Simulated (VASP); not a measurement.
**CO2: single point with PBE+D3(BJ)**

System: CO2.

```
C O
1.0
     8.08248    0.00000    0.00000
     0.00000    8.08248    0.00000
     0.00000    0.00000    8.08248
C O
8 16
Direct
  0.49419 0.79537 0.85256
  0.97122 0.49296 0.61027
  0.03525 0.17261 0.09621
  0.71446 0.14747 0.66676
  0.57450 0.55133 0.41480
  0.11595 0.82893 0.43954
  0.48801 0.38329 0.03647
  0.02121 0.75525 0.91566
  0.54899 0.89718 0.95160
  0.45929 0.67915 0.76443
  0.83838 0.53631 0.55921
  0.08629 0.43711 0.66944
  0.13959 0.18760 0.19422
  0.98359 0.19224 0.96605
  0.57997 0.10648 0.60389
  0.82189 0.19665 0.74983
  0.62157 0.68339 0.40438
  0.53393 0.41291 0.40718
  0.21241 0.87898 0.55688
  0.02795 0.80339 0.33122
  0.44380 0.51216 0.09168
  0.54160 0.25346 0.00825
  0.93115 0.79406 0.80922
  0.13783 0.73454 0.99775
```

* Program: VASP 6.6.1
* Task: single point
* Functional: PBE
* Dispersion: D3(BJ)
* Potentials or basis: VASP PAW PBE potentials, release 64 (C_h, O_h)
* Cutoff: 910 eV
* k mesh: 1 × 1 × 1
* Occupations: fermi-dirac, width 0.05 eV
* Spin: no spin polarisation
* Dipole correction: no
* Further INCAR settings: LREAL = Auto; ALGO = Normal; EDIFF = 1e-06; NBANDS = 82

```yaml
Pressure: -0.6 GPa
Largest_force: 9.369 eV/Å
Dispersion_energy_per_atom: -0.045 eV
```

Forces in eV/Å, atoms in the order of the input:
```
C    1.683 -0.286  1.314
C   -5.134  0.871 -1.431
C    3.260  1.429  0.186
C   -5.873 -1.001 -1.240
C   -0.765 -2.580 -0.806
C    5.547  3.657  6.606
C   -0.350  1.949  2.101
C    1.216  1.037 -1.378
O   -2.140 -2.996 -3.337
O    0.521  3.179  1.947
O    3.044 -0.610  0.855
O    2.886 -0.662  0.973
O    0.176 -0.863  2.915
O   -2.446 -0.590 -1.675
O    5.068  1.016  1.684
O   -0.260 -0.175 -1.779
O    0.480  3.605 -0.096
O   -0.381 -0.618  0.605
O   -4.488 -2.768 -5.413
O   -1.067 -0.748 -1.189
O    0.071 -1.010 -1.289
O    0.174 -0.884 -0.931
O   -1.162 -0.366  0.283
O   -0.058 -0.587  1.095
```

Stress tensor (GPa, compression positive):
```
-1.21 -1.64  0.15
-1.64 -0.74 -2.68
 0.15 -2.68  0.02
```

Levels at points of the mesh, in eV from the Fermi level:
```
           k point  band 62  band 63  band 64  band 65  band 66  band 67
(0.00, 0.00, 0.00)    -1.44    -1.40    -1.23     3.80     4.62     5.13
```

It took 110 s on 1 thread of Intel(R) Xeon(R) Platinum 8488C (Sapphire Rapids), with other jobs on the host, peak memory 0.89 GiB.

Caveat: the k points lie up to 0.78 Å⁻¹ apart; the cutoff is under 1.25 times the usual one of these potentials, so pressure, stress and relaxed cells hold a basis-set (Pulay) error; the atoms stand as in a frame of molecular dynamics.
